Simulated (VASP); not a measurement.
Wanted: the native input for a VASP 6.6.1 run.

```
Task                   : relaxation of the atoms
Functional             : PBE
Potentials or basis    : VASP PAW PBE potentials, release 64 (Si, Ti_sv)
Cutoff                 : 520 eV
k mesh                 : 2 × 2 × 2
Occupations            : fermi-dirac, width 0.05 eV
Spin                   : no spin polarisation
Dipole correction      : no
Further INCAR settings : LREAL = Auto; ALGO = Normal; EDIFF = 1e-07; IBRION = 2; EDIFFG = -0.03; NSW = 80
```

The structure of TiSi16 (a cell with a defect) lies in POSCAR:

```
TiSi16
1.0
    0.0000000000      5.4300000000      5.4300000000
    5.4300000000      0.0000000000      5.4300000000
    5.4300000000      5.4300000000      0.0000000000
Si Ti
16 1
Direct
    0.0000000000      0.0000000000      0.0000000000
    0.1250000000      0.1250000000      0.1250000000
    0.0000000000      0.0000000000      0.5000000000
    0.1250000000      0.1250000000      0.6250000000
    0.0000000000      0.5000000000      0.0000000000
    0.1250000000      0.6250000000      0.1250000000
    0.0000000000      0.5000000000      0.5000000000
    0.1250000000      0.6250000000      0.6250000000
    0.5000000000      0.0000000000      0.0000000000
    0.6250000000      0.1250000000      0.1250000000
    0.5000000000      0.0000000000      0.5000000000
    0.6250000000      0.1250000000      0.6250000000
    0.5000000000      0.5000000000      0.0000000000
    0.6250000000      0.6250000000      0.1250000000
    0.5000000000      0.5000000000      0.5000000000
    0.6250000000      0.6250000000      0.6250000000
    0.8707506000      0.3850424000      0.8707773000
```

The input as run:

INCAR

```
PREC = Accurate ; ENCUT = 520
EDIFF = 1E-7 ; ISMEAR = -1
SIGMA = 0.05 ; LREAL = Auto
LASPH = T ; NELM = 80
ALGO = Normal ; ISIF = 2
LWAVE = F ; LCHARG = F
GGA = PE ; IBRION = 2
NSW = 80 ; EDIFFG = -0.03
```

KPOINTS

```
Automatic mesh
0
Gamma
  2 2 2
```

Potentials or basis: VASP PAW PBE potentials, release 64 (Si, Ti_sv).

Launch:

```console
$ cat potpaw_PBE.64/Si/POTCAR potpaw_PBE.64/Ti_sv/POTCAR > POTCAR
$ mpirun -np 1 vasp_std > vasp.out
```

Results of the run:

- Energy gained by relaxing: 22.8 meV/atom
- Ionic steps: 7
- Pressure after relaxing: 4.0 GPa
- Largest force after relaxing: 0.023 eV/Å
- Band gap on the k mesh: zero (bands 38 and 39 overlap by 0.43 eV)

Caveat: the k points lie up to 0.50 Å⁻¹ apart.

Wall time 30 min on 1 thread of Oxide Virtual Turin-like Processor, with other jobs on the host, peak memory 0.52 GiB.
